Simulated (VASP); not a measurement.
# Si (R-3m) in VASP: further runs, part 2 of 2

VASP 6.6.1.

## Step 4: Electric field gradients, PBE (shortest bond scaled by 0.58)

The input, INCAR:

```
SYSTEM = Si
  ALGO = Normal
  EDIFF = 1E-8
  ENCUT = 520
  GGA = PE
  ISIF = 2
  ISMEAR = -1
  LASPH = .True.
  LCHARG = .False.
  LEFG = .True.
  LREAL = .False.
  LWAVE = .False.
  NBANDS = 11
  NELM = 100
  PREC = Accurate
  SIGMA = 0.05
```

The input, KPOINTS:

```
k-points
0
Gamma
  10 10 10
  0 0 0
```

The input, POSCAR:

```
Si
1.0
    0.0000000000      2.7144176166      2.7144176166
    2.7144176166      0.0000000000      2.7144176166
    2.7144176166      2.7144176166      0.0000000000
Si
2
Direct
   -0.2825000000     -0.0725000000     -0.0725000000
    0.2825000000      0.0725000000      0.0725000000
```

Potentials or basis: VASP PAW PBE potentials, release 64 (Si).

Command:

```sh
> cat potpaw_PBE.64/Si/POTCAR > POTCAR
> mpirun -np 1 vasp_std > vasp.out
```

OUTCAR:

```text
SYSTEM = Si
   EDIFF = 1E-8
   ENCUT = 520
   GGA = PE
   ISIF = 2
   ISMEAR = -1
   LASPH = .True.
   LREAL = .False.
   NELM = 100
   PREC = Accurate

 ion  position               nearest neighbor table
   1  0.718  0.928  0.928-   2 1.36   2 2.84   2 2.84   2 2.84
   2  0.282  0.072  0.072-   1 1.36   1 2.84   1 2.84   1 2.84

 -----------------------------------------------------------------------------
|                                                                             |
|           W    W    AA    RRRRR   N    N  II  N    N   GGGG   !!!           |
|           W    W   A  A   R    R  NN   N  II  NN   N  G    G  !!!           |
|           W    W  A    A  R    R  N N  N  II  N N  N  G       !!!           |
|           W WW W  AAAAAA  RRRRR   N  N N  II  N  N N  G  GGG   !            |
|           WW  WW  A    A  R   R   N   NN  II  N   NN  G    G                |
|           W    W  A    A  R    R  N    N  II  N    N   GGGG   !!!           |
|                                                                             |
|     The distance between some ions is very small. Please check the          |
|     nearest-neighbor list in the OUTCAR file.                               |
|     I HOPE YOU KNOW WHAT YOU ARE DOING!                                     |
|                                                                             |
 -----------------------------------------------------------------------------

  LATTYP: Found a face centered cubic cell.
 ALAT       =     5.4288352332

  Lattice vectors:

 A1 = (   0.0000000000,   2.7144176166,   2.7144176166)
 A2 = (   2.7144176166,   0.0000000000,   2.7144176166)
 A3 = (   2.7144176166,   2.7144176166,   0.0000000000)

Analysis of symmetry for initial positions (statically):
=====================================================================
 Subroutine PRICEL returns:
 Original cell was already a primitive cell.

 Routine SETGRP: Setting up the symmetry group for a
 face centered cubic supercell.

 Subroutine GETGRP returns: Found 12 space group operations
 (whereof  4 operations were pure point group operations)
 out of a pool of 48 trial point group operations.

The static configuration has the point symmetry C_2h.
 The point group associated with its full space group is D_3d.

Analysis of symmetry for dynamics (positions and initial velocities):
=====================================================================
 Subroutine PRICEL returns:
 Original cell was already a primitive cell.

 Routine SETGRP: Setting up the symmetry group for a
 face centered cubic supercell.

 Subroutine GETGRP returns: Found 12 space group operations
 (whereof  4 operations were pure point group operations)
 out of a pool of 48 trial point group operations.

The dynamic configuration has the point symmetry C_2h.
 The point group associated with its full space group is D_3d.

 Subroutine INISYM returns: Found 12 space group operations
 (whereof  4 operations are pure point group operations),
 and found     1 'primitive' translations

----------------------------------------------------------------------------------------

                                     Primitive cell

  volume of cell :      40.0000

  direct lattice vectors                    reciprocal lattice vectors
     0.000000000  2.714417617  2.714417617    -0.184201575  0.184201575  0.184201575
[... 113 lines left out ...]
   AEXX    =    0.0000 exact exchange contribution
   IVDW    =     0    specifies the selected vdW correction
   LEPSILON=     F    determine dielectric tensor
   LRPA    =     F    only Hartree local field effects (RPA)
 non-spin polarized calculation
  energy-cutoff  :      520.00
  volume of cell :       40.00
 maximum number of plane-waves:      1091
 NGX is ok and might be reduce to    30

 number of electron       8.0000000 magnetization

 Free energy of the ion-electron system (eV)
  ---------------------------------------------------
  ext. energy  EPLUGINS =         0.00000000
  ---------------------------------------------------
  free energy    TOTEN  =         7.99952346 eV

  energy without entropy =        8.00488610  energy(sigma->0) =        8.00220478

 E-fermi :   4.7487     XC(G=0):  -9.2636

 val. band max:        4.7328702892   @ k =   0.0000  -0.3000   0.2000
 cond. band min:       4.7605421182   @ k =   0.0000   0.2000   0.0000
 fundamental gap:      0.0276718291
 Fermi energy:         4.7486639690

 k-point     1 :       0.0000    0.0000    0.0000
  band No.  band energies     occupation
      1      -6.5906      2.00000
      2       4.2447      1.99992
      3       4.6491      1.75994
      4       4.6491      1.75994
      5       7.4502      0.00000
      6       8.4623      0.00000
      7       8.4623      0.00000
      8      11.9289      0.00000
      9      12.6977      0.00000
     10      14.3346      0.00000
     11      14.3346      0.00000
[... 309 lines left out ...]
 k-point    24 :       0.1000    0.0000    0.5000
  band No.  band energies     occupation
      1      -4.8767      2.00000
      2      -0.3570      2.00000
      3       3.1559      2.00000
      4       4.0376      2.00000
      5       6.4361      0.00000
      6       7.8089      0.00000
      7      10.2332      0.00000
      8      13.2786      0.00000
      9      13.7791      0.00000
     10      15.9391      0.00000
     11      16.5153      0.00000

 [... further k-points ...]

------------------------ aborting loop because EDIFF is reached ----------------------------------------

  FORCE on cell =-STRESS in cart. coord.  units (eV):
  Direction    XX          YY          ZZ          XY          YZ          ZX
  --------------------------------------------------------------------------------------
  -------------------------------------------------------------------------------------
  Total       28.2435133     28.2435133     28.2435133    -28.8533347     28.8533347    -28.8533347
  in kB     1131.2779169   1131.2779169   1131.2779169  -1155.7039674   1155.7039674  -1155.7039674
  external PRESSURE =    1131.2779169 kB  Pullay stress =       0.0000000 kB

 VOLUME and BASIS-vectors are now :
 -----------------------------------------------------------------------------
  energy-cutoff  :      520.00
  volume of cell :       40.00
      direct lattice vectors                 reciprocal lattice vectors
     0.000000000  2.714417617  2.714417617    -0.184201575  0.184201575  0.184201575
     2.714417617  0.000000000  2.714417617     0.184201575 -0.184201575  0.184201575
     2.714417617  2.714417617  0.000000000     0.184201575  0.184201575 -0.184201575

 POSITION                                       TOTAL-FORCE (eV/Angst)
 -----------------------------------------------------------------------------------
      5.03524      4.46522      4.46522       -37.497111     37.497111     37.497111
      0.39359      0.96362      0.96362        37.497111    -37.497111    -37.497111
 -----------------------------------------------------------------------------------
    total drift:                               -0.000000     -0.000000      0.000000

  FREE ENERGIE OF THE ION-ELECTRON SYSTEM (eV)
  ---------------------------------------------------
  free  energy   TOTEN  =         7.9995234566 eV

  energy  without entropy=        8.0048861008  energy(sigma->0) =        8.00220478

 Electric field gradients (V/A^2)
---------------------------------------------------------------------
 ion       V_xx      V_yy      V_zz      V_xy      V_xz      V_yz
---------------------------------------------------------------------
   1      -0.000     0.000     0.000   -13.906   -13.906    13.906
   2      -0.000     0.000     0.000   -13.906   -13.906    13.906
---------------------------------------------------------------------

 Electric field gradients after diagonalization (V/A^2)
 (convention: |V_zz| > |V_xx| > |V_yy|)
----------------------------------------------------------------------
 ion       V_xx      V_yy      V_zz     asymmetry (V_yy - V_xx)/ V_zz
----------------------------------------------------------------------
   1     -13.906   -13.906    27.812       0.000
   2     -13.906   -13.906    27.812       0.000
----------------------------------------------------------------------

           NMR quadrupolar parameters

 Cq : quadrupolar parameter    Cq=e*Q*V_zz/h
 eta: asymmetry parameters     (V_yy - V_xx)/ V_zz
 Q  : nuclear electric quadrupole moment in mb (millibarn)
----------------------------------------------------------------------
 ion       Cq(MHz)       eta       Q (mb)
----------------------------------------------------------------------
   1       0.067       0.000       1.000
   2       0.067       0.000       1.000
----------------------------------------------------------------------
```

stdout:

```text
POSCAR found type information on POSCAR Si
 POSCAR found :  1 types and       2 ions
 scaLAPACK will be used
 LDA part: xc-table for (Slater+PW92), standard interpolation
 -----------------------------------------------------------------------------
|                                                                             |
|           W    W    AA    RRRRR   N    N  II  N    N   GGGG   !!!           |
|           W    W   A  A   R    R  NN   N  II  NN   N  G    G  !!!           |
|           W    W  A    A  R    R  N N  N  II  N N  N  G       !!!           |
|           W WW W  AAAAAA  RRRRR   N  N N  II  N  N N  G  GGG   !            |
|           WW  WW  A    A  R   R   N   NN  II  N   NN  G    G                |
|           W    W  A    A  R    R  N    N  II  N    N   GGGG   !!!           |
|                                                                             |
|     The distance between some ions is very small. Please check the          |
|     nearest-neighbor list in the OUTCAR file.                               |
|     I HOPE YOU KNOW WHAT YOU ARE DOING!                                     |
|                                                                             |
 -----------------------------------------------------------------------------

 POSCAR, INCAR and KPOINTS ok, starting setup
 FFT: planning ... GRIDC
 FFT: planning ... GRID_SOFT
 FFT: planning ... GRID
 WAVECAR not read
 entering main loop
ion   1

ion   2
```

Run time: 1.9 min. Hardware: 1 thread of AMD EPYC 7R13, shared host; peak memory 0.16 GiB.

Results:

```yaml
Free_energy: 7.9995 eV
Pressure: 113.1 GPa
Largest_force: 64.947 eV/Å
Band_gap_on_the_k_mesh: zero (bands 4 and 5 overlap by 1.16 eV)
Largest_electric_field_gradient_by_atom: Si +27.8 V/Å²
```

Forces in eV/Å, atoms in the order of the input:
```
Si  -37.497  37.497  37.497
Si   37.497 -37.497 -37.497
```

Stress tensor (GPa, compression positive):
```
 113.13 -115.57 -115.57
-115.57  113.13  115.57
-115.57  115.57  113.13
```

Levels at points of the mesh, in eV from the Fermi level:
```
           k point  band 1  band 2  band 3  band 4  band 5  band 6  band 7  band 8
(0.00, 0.00, 0.00)  -11.34   -0.50   -0.10   -0.10    2.70    3.71    3.71    7.18
(0.50, 0.00, 0.00)   -8.91   -6.81   -1.13   -1.13    3.75    5.40    5.40    8.08
(0.00, 0.50, 0.00)   -9.68   -5.30   -0.44   -0.37    0.56    2.50    6.83    7.30
(0.50, 0.50, 0.00)   -8.80   -5.45   -2.28   -1.18   -0.73    2.67    8.80    9.32
```

Electric field gradients, principal values (V/Å²):
| atom | least | middle | greatest (by size) |
| --- | --- | --- | --- |
| 1 Si | -13.906 | -13.906 | 27.812 |
| 2 Si | -13.906 | -13.906 | 27.812 |

Caveat: the cell differs from its parent crystal (shortest bond scaled by 0.58); atoms lie so close that the PAW spheres overlap strongly, which falsifies energies and pressures; the cell stands under pressure; without QUAD_EFG the Cq values of the log hold for a quadrupole moment of 1 mb, not for the nuclei; forces of over 1 eV/Å act on the atoms, so gaps and moduli don't describe the material at rest.

## Step 5: Overview

```tsv
cell	gap on the mesh (eV)	pressure (GPa)	largest force (eV/Å)
as given, shortest bond scaled by 0.88	none	6.1	5.52
as given, shortest bond scaled by 0.82	none	13.1	10.00
as given, shortest bond scaled by 0.58	none	113.1	64.95
```

Some of these runs hold the atoms at other places in the same cell, which the table doesn't show; runs alike in all that it shows share one row.

Alike in all rows: task electric field gradients; level PBE; potentials or basis VASP PAW PBE potentials, release 64 (Si); no spin polarisation; k mesh 10 × 10 × 10; cutoff (eV) 520; smearing fermi-dirac 0.05 eV.

Caveats: the cell stands under pressure; forces of over 1 eV/Å act on the atoms, so gaps and moduli don't describe the material at rest; semilocal functionals underestimate gaps, so a narrow gap can read as zero (at least some runs); atoms lie so close that the PAW spheres overlap strongly, which falsifies energies and pressures (at least some runs).

Absolute energies hang on the potentials; compare differences alone.
